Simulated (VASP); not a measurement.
# Ge (P6/mmm) in VASP: relaxation of cell and atoms with PBE

Aim: the relaxation of cell and atoms of Ge with PBE.

All numbers are computed with VASP 6.6.1; they aren't measurements. Logs are shortened: lines on timing, memory, paths and dates and some standing lists are left out, and cuts for length are marked.

### 1 The cell of the first run

The structure is hexagonal, space group P6/mmm (No. 191). The conventional cell has a = 4.858 Å, b = 4.858 Å, c = 2.837 Å, α = 90.00°, β = 90.00°, γ = 120.00°. Within 3.7 Å of Ge (site symmetry -6m2) lie 11 Ge at 2.80 to 3.14 Å. Ge (site symmetry 6/mmm) has 14 Ge at 2.84 to 3.14 Å within 3.7 Å.

This isn't the form of Ge at room conditions, which is diamond.

### 2 Relaxation of cell and atoms, PBE

Input file INCAR:

```
SYSTEM = Ge
ALGO     = Fast           ! electronic algorithm
EDIFF    = 1E-7           ! SCF threshold, eV
EDIFFG   = -0.01          ! ionic threshold
ENCUT    = 600            ! plane-wave cutoff, eV
GGA      = PE             ! functional
IBRION   = 2              ! ionic algorithm
ISIF     = 3              ! what is computed and relaxed
ISMEAR   = 0              ! smearing method
LASPH    = .TRUE.         ! aspherical terms in the spheres
LCHARG   = .FALSE.        ! write CHGCAR
LREAL    = .FALSE.        ! projectors in reciprocal space
LWAVE    = .FALSE.        ! write WAVECAR
NELM     = 60             ! most SCF steps
NSW      = 100            ! ionic steps
PREC     = Accurate       ! precision mode
SIGMA    = 0.1            ! smearing width, eV
```

Input file KPOINTS:

```
k-points
0
G
  12 12 16
  0 0 0
```

Input file POSCAR:

```
Ge
1.0
    4.8583984294      0.0000000000      0.0000000000
   -2.4291992147      4.2074964616      0.0000000000
    0.0000000000      0.0000000000      2.8365028663
Ge
3
Direct
    0.3333333333      0.6666666667      0.5000000000
    0.0000000000      0.0000000000      0.0000000000
    0.6666666667      0.3333333333      0.5000000000
```

Potentials or basis: VASP PAW PBE potentials, release 64 (Ge_d).

The run is started by

```bash
$ cat potpaw_PBE.64/Ge_d/POTCAR > POTCAR
$ mpirun -np 1 vasp_std > vasp.out
```

OUTCAR:

```text
SYSTEM = Ge
   EDIFF = 1E-7
   EDIFFG = -0.01
   ENCUT = 600
   GGA = PE
   IBRION = 2
   ISIF = 3
   ISMEAR = 0
   LASPH = .TRUE.
   LREAL = .FALSE.
   NELM = 60
   NSW = 100
   PREC = Accurate

 ion  position               nearest neighbor table
   1  0.333  0.667  0.500-   3 2.80   3 2.80   3 2.80
   2  0.000  0.000  0.000-
   3  0.667  0.333  0.500-   1 2.80   1 2.80   1 2.80

  LATTYP: Found a hexagonal cell.
 ALAT       =     4.8583984294
 C/A-ratio  =     0.5838349628

  Lattice vectors:

 A1 = (   4.8583984294,   0.0000000000,   0.0000000000)
 A2 = (  -2.4291992147,   4.2074964616,   0.0000000000)
 A3 = (   0.0000000000,   0.0000000000,   2.8365028663)

Analysis of symmetry for initial positions (statically):
=====================================================================
 Subroutine PRICEL returns:
 Original cell was already a primitive cell.

 Routine SETGRP: Setting up the symmetry group for a
 hexagonal supercell.

 Subroutine GETGRP returns: Found 24 space group operations
 (whereof 24 operations were pure point group operations)
 out of a pool of 24 trial point group operations.

The static configuration has the point symmetry D_6h.

Analysis of symmetry for dynamics (positions and initial velocities):
=====================================================================
 Subroutine PRICEL returns:
 Original cell was already a primitive cell.

 Routine SETGRP: Setting up the symmetry group for a
 hexagonal supercell.

 Subroutine GETGRP returns: Found 24 space group operations
 (whereof 24 operations were pure point group operations)
 out of a pool of 24 trial point group operations.

The dynamic configuration has the point symmetry D_6h.

 Subroutine INISYM returns: Found 24 space group operations
 (whereof 24 operations are pure point group operations),
 and found     1 'primitive' translations

----------------------------------------------------------------------------------------

                                     Primitive cell

  volume of cell :      57.9829

  direct lattice vectors                    reciprocal lattice vectors
     4.858398429  0.000000000  0.000000000     0.205829146  0.118835513  0.000000000
    -2.429199215  4.207496462  0.000000000     0.000000000  0.237671026  0.000000000
     0.000000000  0.000000000  2.836502866     0.000000000  0.000000000  0.352546797

  length of vectors
     4.858398429  4.858398429  2.836502866     0.237671026  0.237671026  0.352546797

  position of ions in fractional coordinates (direct lattice)
     0.333333333  0.666666667  0.500000000
     0.000000000  0.000000000  0.000000000
     0.666666667  0.333333333  0.500000000

  ion indices of the primitive-cell ions
   primitive index   ion index
                 1           1
                 2           2
                 3           3

----------------------------------------------------------------------------------------

 KPOINTS: k-points

Automatic generation of k-mesh.
 Grid dimensions read from file:
 generate k-points for:   12   12   16

 Generating k-lattice:

  Cartesian coordinates                     Fractional coordinates (reciprocal lattice)
     0.017152429  0.009902959  0.000000000     0.083333333 -0.000000000  0.000000000
     0.000000000  0.019805919  0.000000000     0.000000000  0.083333333  0.000000000
     0.000000000  0.000000000  0.022034175     0.000000000  0.000000000  0.062500000

  Length of vectors
     0.019805919  0.019805919  0.022034175

  Shift w.r.t. Gamma in fractional coordinates (k-lattice)
     0.000000000  0.000000000  0.000000000

 Subroutine IBZKPT returns following result:
 ===========================================

 Found    171 irreducible k-points:

 Following reciprocal coordinates:
            Coordinates               Weight
  0.000000  0.000000  0.000000      1.000000
  0.083333 -0.000000  0.000000      6.000000
  0.166667 -0.000000  0.000000      6.000000
  0.250000  0.000000  0.000000      6.000000
  0.333333  0.000000  0.000000      6.000000
  0.416667 -0.000000  0.000000      6.000000
[... 16 lines left out ...]
  0.250000  0.000000  0.062500     12.000000
  0.333333  0.000000  0.062500     12.000000
 [... further k-points ...]
   k-points           NKPTS =    171   k-points in BZ     NKDIM =    171   number of bands    NBANDS=     25
   number of dos      NEDOS =    301   number of ions     NIONS =      3
   total plane-waves  NPLWV =  38400
   dimension x,y,z NGX =    40 NGY =   40 NGZ =   24
   dimension x,y,z NGXF=    80 NGYF=   80 NGZF=   48
   ions per type =               3
   NGX,Y,Z   is equivalent  to a cutoff of  13.69, 13.69, 14.07 a.u.
   NGXF,Y,Z  is equivalent  to a cutoff of  27.37, 27.37, 28.13 a.u.
 SYSTEM =  Ge
   PREC   = accura    normal or accurate (medium, high low for compatibility)
   ISTART =      0    job   : 0-new  1-cont  2-samecut
   ICHARG =      2    charge: 1-file 2-atom 10-const
   ISPIN  =      1    spin polarized calculation?
   LNONCOLLINEAR =      F non collinear calculations
   LSORBIT =      F    spin-orbit coupling
   LASPH  =      T    aspherical Exc in radial PAW
   ENCUT  =  600.0 eV  44.10 Ry    6.64 a.u.   9.70  9.70  5.67*2*pi/ulx,y,z
   NELM   =     60;   NELMIN=  2; NELMDL= -5     # of ELM steps
   EDIFF  = 0.1E-06   stopping-criterion for ELM
   LREAL  =      F    real-space projection
   EDIFFG = -.1E-01   stopping-criterion for IOM
   NSW    =    100    number of steps for IOM
   IBRION =      2    ionic relax: 0-MD 1-quasi-New 2-CG
   NFREE  =      1    steps in history (QN), initial steepest desc. (CG)
   ISIF   =      3    stress and relaxation
   ISYM   =      2    0-nonsym 1-usesym 2-fastsym
   POTIM  = 0.5000    time-step for ionic-motion
   TEBEG  =    0.0;   TEEND  =   0.0 temperature during run
   PSTRESS=    0.0 pullay stress
   NELECT =      42.0000    total number of electrons
   NUPDOWN=      -1.0000    fix difference up-down
   EMIN   =  10.00;   EMAX   =-10.00  energy-range for DOS
   EFERMI =   0.00;   METHOD = LEGACY
   ISMEAR =     0;   SIGMA  =   0.10  broadening in eV -4-tet -1-fermi 0-gaus
   EFERMI_NEDOS =   21; number of points for ismear=-14 and -15
   IALGO  =     68    algorithm
   IMIX   =      4    mixing-type and parameters
     AMIX     =   0.40;   BMIX     =  1.00
     AMIX_MAG =   1.60;   BMIX_MAG =  1.00
  volume/ion in A,a.u.               =      19.33       130.43
  Fermi-wavevector in a.u.,A,eV,Ry     =   1.470250  2.778370 29.410835  2.161635
  Thomas-Fermi vector in A             =   2.585530
   LORBIT       =      0    0 simple, 1 ext, 2 COOP (PROOUT), +10 PAW based schemes
   GGA     = PE    functional components
   LHFCALC =     F    Hartree Fock is set to
   AEXX    =    0.0000 exact exchange contribution
   IVDW    =     0    specifies the selected vdW correction
   LEPSILON=     F    determine dielectric tensor
   LRPA    =     F    only Hartree local field effects (RPA)
 conjugate gradient relaxation of ions
 non-spin polarized calculation
 RMM-DIIS sequential band-by-band and
 Gauss-broadening in eV      SIGMA  =   0.10
  energy-cutoff  :      600.00
  volume of cell :       57.98
 maximum number of plane-waves:      1962
 NGX is ok and might be reduce to    40
   NGX = 19   NGY = 19   NGZ = 11

--------------------------------------- Ionic step        1  -------------------------------------------

 number of electron      41.9999983 magnetization

 Free energy of the ion-electron system (eV)
  ---------------------------------------------------
  ext. energy  EPLUGINS =         0.00000000
  ---------------------------------------------------
  free energy    TOTEN  =       -12.56656017 eV

  energy without entropy =      -12.55752669  energy(sigma->0) =      -12.56204343

------------------------ aborting loop because EDIFF is reached ----------------------------------------

  FORCE on cell =-STRESS in cart. coord.  units (eV):
  Direction    XX          YY          ZZ          XY          YZ          ZX
  --------------------------------------------------------------------------------------
  -------------------------------------------------------------------------------------
  Total        0.1288340      0.1288340     -0.0112262      0.0000000     -0.0000000     -0.0000000
  in kB        3.5599265      3.5599265     -0.3102014      0.0000000     -0.0000000     -0.0000000
  external PRESSURE =       2.2698839 kB  Pullay stress =       0.0000000 kB
[... 133 lines left out ...]
  energy  without entropy=      -12.5584519130  energy(sigma->0) =      -12.56281147

--------------------------------------- Ionic step        5  -------------------------------------------

 number of electron      41.9999993 magnetization

 Free energy of the ion-electron system (eV)
  ---------------------------------------------------
  ext. energy  EPLUGINS =         0.00000000
  ---------------------------------------------------
  free energy    TOTEN  =       -12.56753390 eV

  energy without entropy =      -12.55945208  energy(sigma->0) =      -12.56349299

 E-fermi :   6.5012     XC(G=0): -11.1482

 val. band max:        6.5007400203   @ k =   0.3333   0.1667   0.5000
 cond. band min:       6.5037129737   @ k =   0.4167  -0.0000   0.1875
 fundamental gap:      0.0029729534
 Fermi energy:         6.5012425316

 k-point     1 :       0.0000    0.0000    0.0000
  band No.  band energies     occupation
      1     -18.4442      2.00000
      2     -18.3892      2.00000
      3     -18.3892      2.00000
      4     -18.3394      2.00000
      5     -18.3394      2.00000
      6     -18.2462      2.00000
[... 661 lines left out ...]
     24      11.3083      0.00000
     25      11.9795      0.00000

 [... further k-points ...]

------------------------ aborting loop because EDIFF is reached ----------------------------------------

  FORCE on cell =-STRESS in cart. coord.  units (eV):
  Direction    XX          YY          ZZ          XY          YZ          ZX
  --------------------------------------------------------------------------------------
  -------------------------------------------------------------------------------------
  Total       -0.0217524     -0.0217524     -0.0081944     -0.0000000     -0.0000000     -0.0000000
  in kB       -0.5984929     -0.5984929     -0.2254586     -0.0000000     -0.0000000     -0.0000000
  external PRESSURE =      -0.4741481 kB  Pullay stress =       0.0000000 kB
[... 18 lines left out ...]
  FREE ENERGIE OF THE ION-ELECTRON SYSTEM (eV)
  ---------------------------------------------------
  free  energy   TOTEN  =       -12.5675339003 eV

  energy  without entropy=      -12.5594520792  energy(sigma->0) =      -12.56349299

 reached required accuracy - stopping structural energy minimisation
```

Wall time 18 min (1 thread of Oxide Virtual Turin-like, shared host); peak memory 0.33 GiB.

Results:

```
Free energy                           : -12.5675 eV
Relaxed volume                        : 19.41 Å³/atom
Relaxed cell                          : a = 4.890 Å, b = 4.890 Å, c = 2.812 Å, α = 90.00°, β = 90.00°, γ = 120.00°
Space group after relaxing (to 0.1 Å) : P6/mmm (No. 191)
Energy gained by relaxing             : 0.3 meV/atom
Ionic steps                           : 5
Pressure after relaxing               : 0.0 GPa
Band gap on the k mesh                : zero (bands 21 and 22 overlap by 5.06 eV)
```

Step by step:
| step | energy change (eV) | largest force (eV/Å) | pressure (GPa) | volume (Å³) |
| --- | --- | --- | --- | --- |
| 1 | 0.0000 | 0.0000 | 0.23 | 57.98 |
| 2 | -0.0003 | 0.0000 | -0.09 | 58.21 |
| 3 | -0.0003 | 0.0000 | -0.12 | 58.25 |
| 4 | -0.0006 | 0.0000 | -0.11 | 58.25 |
| 5 | -0.0010 | 0.0000 | -0.05 | 58.23 |

Final structure:
```
CELL_PARAMETERS angstrom
4.88972 0.00000 0.00000
-2.44486 4.23462 0.00000
0.00000 0.00000 2.81229
ATOMIC_POSITIONS crystal
Ge 0.33333 0.66667 0.50000
Ge 0.00000 0.00000 0.00000
Ge 0.66667 0.33333 0.50000
```

Levels at points of the mesh, in eV from the Fermi level:
| k point | band 17 | band 18 | band 19 | band 20 | band 21 | band 22 | band 23 | band 24 | band 25 |
| --- | --- | --- | --- | --- | --- | --- | --- | --- | --- |
| (0.00, 0.00, 0.00) | -6.82 | -6.53 | -3.21 | -3.21 | -3.11 | -3.11 | 4.90 | 8.36 | 8.58 |
| (0.50, 0.00, 0.00) | -10.91 | -7.84 | -5.31 | 0.84 | 0.95 | 2.72 | 3.05 | 4.41 | 6.79 |
| (0.00, 0.00, 0.50) | -7.70 | -2.79 | -1.79 | -1.44 | -0.76 | -0.36 | -0.36 | 1.09 | 1.09 |
| (0.50, 0.00, 0.50) | -6.49 | -6.44 | -4.66 | -3.05 | -2.12 | -1.49 | 0.29 | 3.91 | 4.53 |
